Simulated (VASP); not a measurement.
# NaCdCl3: single point with r2SCAN

NaCdCl3:

```
Na Cd Cl
1.0
     5.16731    0.00000    0.00000
     0.00000    5.16731    0.00000
     0.00000    0.00000    5.16731
Na Cd Cl
1 1 3
Cartesian
  0.0000 0.0000 0.0000
  2.5837 2.5837 2.5837
  2.5837 2.5837 0.0000
  2.5837 0.0000 2.5837
  0.0000 2.5837 2.5837
```

- Program: VASP 6.6.1
- Task: single point
- Functional: r2SCAN
- Potentials or basis: VASP PAW PBE potentials, release 64 (Na_pv, Cd, Cl)
- Cutoff: 520 eV
- k mesh: 6 × 6 × 6
- Occupations: gaussian, width 0.01 eV
- Spin: no spin polarisation
- Dipole correction: no
- Further INCAR settings: ALGO = Normal; EDIFF = 1e-06; NBANDS = 28

```json
{"Pressure": "0.1 GPa", "Band gap on the k mesh": "2.58 eV (least direct gap 3.41 eV)"}
```

Levels at points of the mesh, in eV from the valence-band top:
```tsv
k point	band 18	band 19	band 20	band 21	band 22	band 23
(0.00, 0.00, 0.00)	-0.83	-0.83	-0.83	2.58	4.52	8.49
(0.50, 0.00, 0.00)	-1.13	-0.88	-0.88	5.20	6.24	6.90
(0.50, 0.50, 0.00)	-1.11	-0.34	-0.01	6.66	7.10	7.84
(0.50, 0.50, 0.50)	-0.33	0.00	0.00	5.47	7.17	7.17
```

Run time: 2.3 min on 1 thread of AMD EPYC 9R45 96-Core Processor (Zen 5), on a shared host, peak memory 0.26 GiB.

Caveat: the PAW data sets were made with another functional, which shifts forces and pressure a little. A k mesh can miss the band edges.
